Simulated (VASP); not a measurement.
The system is Au.

```
CELL_PARAMETERS angstrom
-1.65727 1.65727 1.65727
1.65727 -1.65727 1.65727
1.65727 1.65727 -1.65727
ATOMIC_POSITIONS crystal
Au 0.00000 0.00000 0.00000
```

Base run:

* Program: VASP 6.6.1
* Functional: PBE
* Potentials or basis: VASP PAW PBE potentials, release 64 (Au)
* Cutoff: 520 eV
* k mesh: 11 × 11 × 11
* Occupations: gaussian, width 0.011 eV
* Spin: no spin polarisation

Its results: pressure -1.0 GPa.

Problem. The run is repeated on the same cell with these changes: functional from PBE to PBEsol; occupations from gaussian, width 0.011 eV to fermi-dirac, width 0.05 eV. What comes out?

Solution. Pressure -9.0 GPa.

Caveats: the PAW data sets were made with another functional, which shifts forces and pressure a little (some runs).
